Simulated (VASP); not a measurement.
# TiSe2 (P-3m1) in VASP: single point with PBE

Aim: the single point of TiSe2 with PBE.

Everything below comes from runs of VASP 6.6.1. Logs are shortened: lines on timing, memory, paths and dates and some standing lists are left out, and cuts for length are marked.

## Step 1: The cell of the first run

Symmetry: P-3m1, No. 164, trigonal system. Conventional cell: a = 3.536 Å, b = 3.536 Å, c = 6.004 Å, α = 90.00°, β = 90.00°, γ = 120.00°. Ti (site symmetry -3m) has 6 Se at 2.55 Å within 3.4 Å. Within 3.4 Å of Se (site symmetry 3m) lie 3 Ti at 2.55 Å.

## Step 2: Single point, PBE

INCAR

```
SYSTEM = TiSe2
ALGO = Normal
EDIFF = 1E-6
ENCUT = 500
GGA = PE
GGA_COMPAT = .False.
ISIF = 2
ISMEAR = 0
LASPH = .True.
LCHARG = .False.
LREAL = .False.
LWAVE = .False.
NBANDS = 19
NELM = 120
PREC = Accurate
SIGMA = 0.05
```

KPOINTS

```
k-points
0
Gamma
  18 18 8
  0 0 0
```

POSCAR

```
TiSe2
1.0
    3.5360000000      0.0000000000      0.0000000000
   -1.7680000000      3.0622658300      0.0000000000
    0.0000000000      0.0000000000      6.0040000000
Ti Se
1 2
Direct
    0.0000000000      0.0000000000      0.0000000000
    0.3333333300      0.6666666700      0.2552000000
    0.6666666700      0.3333333300      0.7448000000
```

Potentials or basis: VASP PAW PBE potentials, release 64 (Ti_sv, Se).

Command:

```bash
> cat potpaw_PBE.64/Ti_sv/POTCAR potpaw_PBE.64/Se/POTCAR > POTCAR
> mpirun -np 1 vasp_std > vasp.out
```

OUTCAR:

```text
SYSTEM = TiSe2
   EDIFF = 1E-6
   ENCUT = 500
   GGA = PE
   ISIF = 2
   ISMEAR = 0
   LASPH = .True.
   LREAL = .False.
   NELM = 120
   PREC = Accurate

 ion  position               nearest neighbor table
   1  0.000  0.000  0.000-   2 2.55   3 2.55   3 2.55   2 2.55   3 2.55   2 2.55
   2  0.333  0.667  0.255-   1 2.55   1 2.55   1 2.55
   3  0.667  0.333  0.745-   1 2.55   1 2.55   1 2.55

  LATTYP: Found a hexagonal cell.
 ALAT       =     3.5360000000
 C/A-ratio  =     1.6979638009

  Lattice vectors:

 A1 = (   3.5360000000,   0.0000000000,   0.0000000000)
 A2 = (  -1.7680000000,   3.0622658300,   0.0000000000)
 A3 = (   0.0000000000,   0.0000000000,   6.0040000000)

Analysis of symmetry for initial positions (statically):
=====================================================================
 Subroutine PRICEL returns:
 Original cell was already a primitive cell.

 Routine SETGRP: Setting up the symmetry group for a
 hexagonal supercell.

 Subroutine GETGRP returns: Found 12 space group operations
 (whereof 12 operations were pure point group operations)
 out of a pool of 24 trial point group operations.

The static configuration has the point symmetry D_3d.

Analysis of symmetry for dynamics (positions and initial velocities):
=====================================================================
 Subroutine PRICEL returns:
 Original cell was already a primitive cell.

 Routine SETGRP: Setting up the symmetry group for a
 hexagonal supercell.

 Subroutine GETGRP returns: Found 12 space group operations
 (whereof 12 operations were pure point group operations)
 out of a pool of 24 trial point group operations.

The dynamic configuration has the point symmetry D_3d.

 Subroutine INISYM returns: Found 12 space group operations
 (whereof 12 operations are pure point group operations),
 and found     1 'primitive' translations

----------------------------------------------------------------------------------------

                                     Primitive cell

  volume of cell :      65.0123

  direct lattice vectors                    reciprocal lattice vectors
     3.536000000  0.000000000  0.000000000     0.282805430  0.163277791  0.000000000
    -1.768000000  3.062265830  0.000000000     0.000000000  0.326555582  0.000000000
     0.000000000  0.000000000  6.004000000     0.000000000  0.000000000  0.166555630

  length of vectors
     3.536000000  3.536000002  6.004000000     0.326555582  0.326555582  0.166555630

  position of ions in fractional coordinates (direct lattice)
     0.000000000  0.000000000  0.000000000
     0.333333330  0.666666670  0.255200000
     0.666666670  0.333333330  0.744800000

  ion indices of the primitive-cell ions
   primitive index   ion index
                 1           1
                 2           2
                 3           3

----------------------------------------------------------------------------------------

 KPOINTS: k-points

Automatic generation of k-mesh.
 Grid dimensions read from file:
 generate k-points for:   18   18    8

 Generating k-lattice:

  Cartesian coordinates                     Fractional coordinates (reciprocal lattice)
     0.015711413  0.009070988  0.000000000     0.055555556  0.000000000  0.000000000
     0.000000000  0.018141977  0.000000000     0.000000000  0.055555556  0.000000000
     0.000000000  0.000000000  0.020819454     0.000000000  0.000000000  0.125000000

  Length of vectors
     0.018141977  0.018141977  0.020819454

  Shift w.r.t. Gamma in fractional coordinates (k-lattice)
     0.000000000  0.000000000  0.000000000

 Subroutine IBZKPT returns following result:
 ===========================================

 Found    266 irreducible k-points:

 Following reciprocal coordinates:
            Coordinates               Weight
  0.000000  0.000000  0.000000      1.000000
  0.055556  0.000000  0.000000      6.000000
  0.111111  0.000000  0.000000      6.000000
  0.166667  0.000000  0.000000      6.000000
  0.222222 -0.000000  0.000000      6.000000
  0.277778  0.000000  0.000000      6.000000
[... 16 lines left out ...]
  0.333333  0.111111  0.000000     12.000000
  0.388889  0.111111  0.000000     12.000000
 [... further k-points ...]
   k-points           NKPTS =    266   k-points in BZ     NKDIM =    266   number of bands    NBANDS=     19
   number of dos      NEDOS =    301   number of ions     NIONS =      3
   total plane-waves  NPLWV =  37632
   dimension x,y,z NGX =    28 NGY =   28 NGZ =   48
   dimension x,y,z NGXF=    56 NGYF=   56 NGZF=   96
   ions per type =               1   2
   NGX,Y,Z   is equivalent  to a cutoff of  13.16, 13.16, 13.29 a.u.
   NGXF,Y,Z  is equivalent  to a cutoff of  26.33, 26.33, 26.58 a.u.
 SYSTEM =  TiSe2
   PREC   = accura    normal or accurate (medium, high low for compatibility)
   ISTART =      0    job   : 0-new  1-cont  2-samecut
   ICHARG =      2    charge: 1-file 2-atom 10-const
   ISPIN  =      1    spin polarized calculation?
   LNONCOLLINEAR =      F non collinear calculations
   LSORBIT =      F    spin-orbit coupling
   LASPH  =      T    aspherical Exc in radial PAW
   ENCUT  =  500.0 eV  36.75 Ry    6.06 a.u.   6.45  6.45 10.95*2*pi/ulx,y,z
   NELM   =    120;   NELMIN=  2; NELMDL= -5     # of ELM steps
   EDIFF  = 0.1E-05   stopping-criterion for ELM
   LREAL  =      F    real-space projection
   EDIFFG = 0.1E-04   stopping-criterion for IOM
   NSW    =      0    number of steps for IOM
   IBRION =     -1    ionic relax: 0-MD 1-quasi-New 2-CG
   NFREE  =      0    steps in history (QN), initial steepest desc. (CG)
   ISIF   =      2    stress and relaxation
   ISYM   =      2    0-nonsym 1-usesym 2-fastsym
   POTIM  = 0.5000    time-step for ionic-motion
   TEBEG  =    0.0;   TEEND  =   0.0 temperature during run
   PSTRESS=    0.0 pullay stress
   NELECT =      24.0000    total number of electrons
   NUPDOWN=      -1.0000    fix difference up-down
   EMIN   =  10.00;   EMAX   =-10.00  energy-range for DOS
   EFERMI =   0.00;   METHOD = LEGACY
   ISMEAR =     0;   SIGMA  =   0.05  broadening in eV -4-tet -1-fermi 0-gaus
   EFERMI_NEDOS =   21; number of points for ismear=-14 and -15
   IALGO  =     38    algorithm
   IMIX   =      4    mixing-type and parameters
     AMIX     =   0.40;   BMIX     =  1.00
     AMIX_MAG =   1.60;   BMIX_MAG =  1.00
  volume/ion in A,a.u.               =      21.67       146.24
  Fermi-wavevector in a.u.,A,eV,Ry     =   1.174393  2.219280 18.765127  1.379198
  Thomas-Fermi vector in A             =   2.310790
   LORBIT       =      0    0 simple, 1 ext, 2 COOP (PROOUT), +10 PAW based schemes
   GGA     = PE    functional components
   LHFCALC =     F    Hartree Fock is set to
   AEXX    =    0.0000 exact exchange contribution
   IVDW    =     0    specifies the selected vdW correction
   LEPSILON=     F    determine dielectric tensor
   LRPA    =     F    only Hartree local field effects (RPA)
 non-spin polarized calculation
 Gauss-broadening in eV      SIGMA  =   0.05
  energy-cutoff  :      500.00
  volume of cell :       65.01
 maximum number of plane-waves:      1672
 NGX is ok and might be reduce to    28
   NGX = 13   NGY = 13   NGZ = 21

 number of electron      24.0000001 magnetization

 Free energy of the ion-electron system (eV)
  ---------------------------------------------------
  ext. energy  EPLUGINS =         0.00000000
  ---------------------------------------------------
  free energy    TOTEN  =       -18.17350812 eV

  energy without entropy =      -18.17230234  energy(sigma->0) =      -18.17290523

 E-fermi :   4.8095     XC(G=0):  -9.9970

 val. band max:        4.8040837990   @ k =   0.1111   0.0556   0.0000
 cond. band min:       4.8103029839   @ k =   0.5000   0.0000   0.2500
 fundamental gap:      0.0062191849
 Fermi energy:         4.8095204017

 k-point     1 :       0.0000    0.0000    0.0000
  band No.  band energies     occupation
      1     -52.8322      2.00000
      2     -29.0569      2.00000
      3     -29.0467      2.00000
      4     -29.0467      2.00000
      5      -9.1570      2.00000
      6      -7.7280      2.00000
[... 11 lines left out ...]
     18      10.4466      0.00000
     19      10.6323      0.00000

 k-point     2 :       0.0556    0.0000    0.0000
  band No.  band energies     occupation
      1     -52.8320      2.00000
      2     -29.0564      2.00000
      3     -29.0494      2.00000
      4     -29.0474      2.00000
      5      -9.1234      2.00000
      6      -7.7166      2.00000
[... 11 lines left out ...]
     18      10.7218      0.00000
     19      10.8404      0.00000

 k-point     3 :       0.1111    0.0000    0.0000
  band No.  band energies     occupation
      1     -52.8313      2.00000
      2     -29.0572      2.00000
      3     -29.0546      2.00000
      4     -29.0491      2.00000
      5      -9.0247      2.00000
      6      -7.6836      2.00000
[... 11 lines left out ...]
     18      11.2699      0.00000
     19      11.4178      0.00000

 k-point     4 :       0.1667    0.0000    0.0000
  band No.  band energies     occupation
      1     -52.8303      2.00000
      2     -29.0689      2.00000
      3     -29.0521      2.00000
      4     -29.0518      2.00000
      5      -8.8662      2.00000
      6      -7.6330      2.00000
[... 407 lines left out ...]
     18      11.9810      0.00000
     19      12.4439      0.00000

 k-point    23 :       0.3333    0.1111    0.0000
  band No.  band energies     occupation
      1     -52.8253      2.00000
      2     -29.1223      2.00000
      3     -29.0703      2.00000
      4     -29.0393      2.00000
      5      -7.8523      2.00000
      6      -7.4156      2.00000
[... 11 lines left out ...]
     18      11.6917      0.00000
     19      12.1428      0.00000

 k-point    24 :       0.3889    0.1111    0.0000
  band No.  band energies     occupation
      1     -52.8247      2.00000
      2     -29.1289      2.00000
      3     -29.0725      2.00000
      4     -29.0378      2.00000
      5      -7.6551      2.00000
      6      -7.4326      2.00000
[... 11 lines left out ...]
     18      11.5510      0.00000
     19      11.9482      0.00000

 [... further k-points ...]

------------------------ aborting loop because EDIFF is reached ----------------------------------------

  FORCE on cell =-STRESS in cart. coord.  units (eV):
  Direction    XX          YY          ZZ          XY          YZ          ZX
  --------------------------------------------------------------------------------------
  -------------------------------------------------------------------------------------
  Total        0.4939495      0.4939495      0.9813442      0.0000000     -0.0000000      0.0000000
  in kB       12.1729900     12.1729901     24.1844450      0.0000000     -0.0000000      0.0000000
  external PRESSURE =      16.1768084 kB  Pullay stress =       0.0000000 kB

 VOLUME and BASIS-vectors are now :
 -----------------------------------------------------------------------------
  energy-cutoff  :      500.00
  volume of cell :       65.01
      direct lattice vectors                 reciprocal lattice vectors
     3.536000000  0.000000000  0.000000000     0.282805430  0.163277791  0.000000000
    -1.768000000  3.062265830  0.000000000     0.000000000  0.326555582  0.000000000
     0.000000000  0.000000000  6.004000000     0.000000000  0.000000000  0.166555630

 POSITION                                       TOTAL-FORCE (eV/Angst)
 -----------------------------------------------------------------------------------
      0.00000      0.00000      0.00000         0.000000      0.000000      0.000000
     -0.00000      2.04151      1.53222        -0.000000     -0.000000      0.086894
      1.76800      1.02076      4.47178         0.000000      0.000000     -0.086894
 -----------------------------------------------------------------------------------
    total drift:                                0.000000      0.000000     -0.000000

  FREE ENERGIE OF THE ION-ELECTRON SYSTEM (eV)
  ---------------------------------------------------
  free  energy   TOTEN  =       -18.1735081192 eV

  energy  without entropy=      -18.1723023369  energy(sigma->0) =      -18.17290523
```

Run time: 5.9 min. Hardware: 1 thread of Oxide Virtual Turin-like, shared host; peak memory 0.38 GiB.

Results:

```
Free energy            : -18.1735 eV
Pressure               : 1.6 GPa
Largest force          : 0.087 eV/Å
Band gap on the k mesh : zero (bands 12 and 13 overlap by 0.61 eV)
```

Forces in eV/Å, atoms in the order of the input:
```
Ti   0.000  0.000  0.000
Se   0.000  0.000  0.087
Se   0.000  0.000 -0.087
```

Caveat: this functional lacks dispersion, which binds layers or chains, so the pressure and a relaxed spacing across them are unreliable.
